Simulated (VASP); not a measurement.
Wanted: the native input for a VASP 6.6.1 run.

| Quantity | Value |
| --- | --- |
| Task | single point |
| Functional | LDA |
| Potentials or basis | VASP PAW LDA potentials, release 64 (Li_sv, F) |
| Cutoff | 520 eV |
| k mesh | 9 × 9 × 6 |
| Occupations | gaussian, width 0.05 eV |
| Spin | no spin polarisation |
| Dipole correction | no |
| Further INCAR settings | ALGO = Normal; EDIFF = 1e-06; NBANDS = 18 |

The structure of LiF lies in POSCAR:

```
LiF
1.0
    3.0464146835      0.0000000000      0.0000000000
   -1.5232073417      2.6382725064      0.0000000000
    0.0000000000      0.0000000000      4.6092254161
Li F
2 2
Direct
    0.3333333333      0.6666666667      0.3465456496
    0.6666666667      0.3333333333      0.8465456496
    0.3333333333      0.6666666667      0.9910195924
    0.6666666667      0.3333333333      0.4910195924
```

This cell differs from its parent crystal: atoms shifted along a free coordinate, c/a of the conventional cell at fixed volume 1.5130.

The input as run:

INCAR

```
PREC = Accurate
ENCUT = 520
EDIFF = 1E-6
ISMEAR = 0
SIGMA = 0.05
LREAL = False
LASPH = True
NELM = 60
ALGO = Normal
ISIF = 2
LWAVE = False
LCHARG = True
LELF = True
LVHAR = True
NBANDS = 18
```

KPOINTS

```
Automatic mesh
0
Gamma
  9 9 6
```

Potentials or basis: VASP PAW LDA potentials, release 64 (Li_sv, F).

The run is started by

```sh
$ cat potpaw_LDA.64/Li_sv/POTCAR potpaw_LDA.64/F/POTCAR > POTCAR
$ mpirun -np 1 vasp_std > vasp.out
```

Results of the run:

* Largest force: 1.287 eV/Å
* Band gap on the k mesh: 7.92 eV

Caveat: forces of over 1 eV/Å act on the atoms, so gaps and moduli don't describe the material at rest.

Wall time 31 s on 1 thread of Intel Xeon 8259CL, with other jobs on the host, peak memory 0.15 GiB.
